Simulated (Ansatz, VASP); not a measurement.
One calculation of BaF2, two programs

POSCAR

```
BaF2
1.0
    0.0000000000      3.1402270000      3.1402270000
    3.1402270000      0.0000000000      3.1402270000
    3.1402270000      3.1402270000      0.0000000000
Ba F
1 2
Direct
    0.0000000000      0.0000000000      0.0000000000
    0.2500000000      0.2500000000      0.2500000000
    0.7500000000      0.7500000000      0.7500000000
```

File INCAR.step1:

```
SYSTEM = BaF2
ALGO     = Normal         ! electronic algorithm
EDIFF    = 1E-5           ! SCF threshold, eV
ENCUT    = 660            ! plane-wave cutoff, eV
GGA      = PE             ! functional
GGA_COMPAT= .FALSE.      
ISMEAR   = -1             ! smearing method
LASPH    = .TRUE.         ! aspherical terms in the spheres
LCHARG   = .FALSE.        ! write CHGCAR
LREAL    = .FALSE.        ! projectors in reciprocal space
LWAVE    = .TRUE.         ! write WAVECAR
NBANDS   = 19             ! bands
NELM     = 120            ! most SCF steps
PREC     = Accurate       ! precision mode
SIGMA    = 0.1            ! smearing width, eV
```

Contents of INCAR.step2:

```
SYSTEM = BaF2
ALGO     = Normal         ! electronic algorithm
EDIFF    = 1E-6           ! SCF threshold, eV
ENCUT    = 660            ! plane-wave cutoff, eV
GGA_COMPAT= .FALSE.      
ISIF     = 2              ! what is computed and relaxed
ISMEAR   = -1             ! smearing method
ISTART   = 1            
LASPH    = .TRUE.         ! aspherical terms in the spheres
LCHARG   = .TRUE.         ! write CHGCAR
LELF     = .TRUE.         ! ELF
LMIXTAU  = .TRUE.       
LREAL    = .FALSE.        ! projectors in reciprocal space
LVHAR    = .TRUE.       
LWAVE    = .FALSE.        ! write WAVECAR
METAGGA  = R2SCAN         ! meta-GGA
NBANDS   = 19             ! bands
NELM     = 120            ! most SCF steps
PREC     = Accurate       ! precision mode
SIGMA    = 0.1            ! smearing width, eV
```

File KPOINTS:

```
k-points
0
G
  7 7 7
  0 0 0
```

Input for Ansatz:

```yaml
crystal:
  lattice:
    - [0.0, 3.140227, 3.140227]
    - [3.140227, 0.0, 3.140227]
    - [3.140227, 3.140227, 0.0]
  atoms:
    - { symbol: Ba, position: [0.0, 0.0, 0.0] }
    - { symbol: F, position: [0.25, 0.25, 0.25] }
    - { symbol: F, position: [0.75, 0.75, 0.75] }
  symmetry: { tolerance: 0.0003 }
kpoints:
  mp_grid: { grid: [7, 7, 7], shift: [0, 0, 0] }
  band_path:
    path:
      - [0.0, 0.0, 0.0]
      - [0.5, 0.0, 0.5]
      - [0.625, 0.25, 0.625]
      - [0.375, 0.375, 0.75]
      - [0.0, 0.0, 0.0]
      - [0.5, 0.5, 0.5]
      - [0.5, 0.25, 0.75]
      - [0.5, 0.0, 0.5]
    npoints: 8
magnetization:
  spin_polarized: false
scf:
  occupations: { method: fermi_dirac }
  lower_state_search: "off"
  max_iter: 200
hamiltonian:
  pseudopotentials: { kind: paw }
  xc: r2scan
basis:
  ecutwfc: 500
  fft_grid_basis: typed
output:
  forces: true
  stress: true
  eigenvalues: true
  bader: true
  populations: true
  elf: true
  write_potential: true
  volumetric_format: npy
  dos:
    e_range: [-12, 8]
    de: 0.05
    projected: { site_lists: { Ba: [Ba], F: [F] } }
checkpoint:
  read: saved_state
```

Alike in both runs: task single point; functional r2SCAN; k mesh 7 × 7 × 7; no spin polarisation.

```csv
,VASP,Ansatz
version,VASP 6.6.1,Ansatz 0.2.0
potentials or method,"VASP PAW PBE potentials, release 64 (Ba_sv, F), cutoff 660 eV",PAW plane waves
occupations,"fermi-dirac, width 0.1 eV",fermi-dirac
valence electrons in the cell,24,24
```

Ansatz gave:

* gap on the k mesh at the Fermi level (eV): 7.26
* pressure (GPa): -2.3

Problem. Which values does VASP return?

Solution. gap on the k mesh at the Fermi level (eV): 7.19; pressure (GPa): -1.6.

VASP's potentials were made for PBE, not for r2SCAN.

Neither program's run includes spin-orbit coupling.
